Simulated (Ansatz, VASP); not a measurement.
**Two plane-wave programs on Cu**

Contents of INCAR:

```
SYSTEM = Cu
ALGO = Normal
EDIFF = 1E-6
EDIFFG = -0.005
ENCUT = 600
GGA = PS
IBRION = 2
ISIF = 3
ISMEAR = -1
LASPH = .True.
LCHARG = .False.
LREAL = .False.
LWAVE = .False.
NELM = 80
NSW = 60
PREC = Accurate
SIGMA = 0.08
```

File KPOINTS:

```
k-points
0
Gamma
  20 20 20
  0 0 0
```

The input POSCAR:

```
Cu
1.0
    0.0000000000      1.7813926735      1.7813926735
    1.7813926735      0.0000000000      1.7813926735
    1.7813926735      1.7813926735      0.0000000000
Cu
1
Direct
    0.0000000000      0.0000000000      0.0000000000
```

Input for Ansatz:

```yaml
crystal:
  lattice:
    - [0.0, 1.7813926735, 1.7813926735]
    - [1.7813926735, 0.0, 1.7813926735]
    - [1.7813926735, 1.7813926735, 0.0]
  atoms:
    - { symbol: Cu, position: [0.0, 0.0, 0.0] }
kpoints:
  mp_grid: { grid: [20, 20, 20] }
scf:
  occupations: { method: fermi_dirac, width: 0.08 }
hamiltonian:
  xc: pbesol
  pseudopotentials: { kind: paw }
output:
  forces: true
  stress: true
relax:
  f_tol: 0.005
  max_steps: 40
  cell: {}
```

Alike in both runs: task relaxation of cell and atoms; functional PBEsol; k mesh 20 × 20 × 20; occupations fermi-dirac, width 0.08 eV; no spin polarisation.

|  | VASP | Ansatz |
| --- | --- | --- |
| version | VASP 6.6.1 | Ansatz 0.2.0 |
| potentials or method | VASP PAW PBE potentials, release 64 (Cu) | PAW with Ansatz's default frozen-core files, scalar-relativistic |
| plane-wave cutoff (eV) | 600 | 420 |
| valence electrons in the cell | 11 | 19 |

|  | VASP | Ansatz | Ansatz less VASP |
| --- | --- | --- | --- |
| relaxed volume (Å³/atom) | 11.36 | 11.32 | -0.048 |
| relaxed cell length with the largest relative difference (Å) | 2.524 | 2.520 | -0.0035 |

VASP's potentials were made for PBE, not for PBEsol. VASP's potentials hold 11 valence electrons a cell and Ansatz's 19, so a difference there can come from the potentials and not from the codes.
